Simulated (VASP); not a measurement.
Input of a VASP 6.6.1 run:

The input POSCAR:

```
NaH
1.0
    0.0000000000      2.4207688289      2.4207688289
    2.4207688289      0.0000000000      2.4207688289
    2.4207688289      2.4207688289      0.0000000000
Na H
1 1
Direct
    0.0000000000      0.0000000000      0.0000000000
    0.5000000000      0.5000000000      0.5000000000
```

File INCAR.step1:

```
SYSTEM = NaH
ALGO     = Normal         ! electronic algorithm
EDIFF    = 1E-4           ! SCF threshold, eV
ENCUT    = 520            ! plane-wave cutoff, eV
GGA      = PE             ! functional
ISMEAR   = -1             ! smearing method
LASPH    = .True.         ! aspherical terms in the spheres
LCHARG   = .False.        ! write CHGCAR
LREAL    = .False.        ! projectors in reciprocal space
LWAVE    = .True.         ! write WAVECAR
NBANDS   = 11             ! bands
NELM     = 100            ! most SCF steps
PREC     = Accurate       ! precision mode
SIGMA    = 0.2            ! smearing width, eV
```

File INCAR.step2:

```
SYSTEM = NaH
ALGO     = Normal         ! electronic algorithm
EDIFF    = 1E-6           ! SCF threshold, eV
ENCUT    = 520            ! plane-wave cutoff, eV
ISIF     = 2              ! what is computed and relaxed
ISMEAR   = -1             ! smearing method
ISTART   = 1            
LASPH    = .True.         ! aspherical terms in the spheres
LCHARG   = .False.        ! write CHGCAR
LMIXTAU  = .True.       
LREAL    = .False.        ! projectors in reciprocal space
LWAVE    = .False.        ! write WAVECAR
METAGGA  = R2SCAN         ! meta-GGA
NBANDS   = 11             ! bands
NELM     = 100            ! most SCF steps
PREC     = Accurate       ! precision mode
SIGMA    = 0.2            ! smearing width, eV
```

KPOINTS

```
k-points
0
Gamma
  10 10 10
  0 0 0
```

Potentials or basis: VASP PAW PBE potentials, release 64 (Na_pv, H).

Command:

```sh
$ cat potpaw_PBE.64/Na_pv/POTCAR potpaw_PBE.64/H/POTCAR > POTCAR
$ cp INCAR.step1 INCAR
$ mpirun -np 1 vasp_std > vasp.out
$ cp INCAR.step2 INCAR
$ mpirun -np 1 vasp_std > vasp.out
```

Question: Estimate the band gap on the k mesh.

Answer: 4.37 eV, indirect (least direct gap 5.19 eV).

Question: Estimate the pressure.

Answer: -0.8 GPa.

Caveat: the PAW data sets were made with another functional, which shifts forces and pressure a little. A k mesh can miss the band edges.
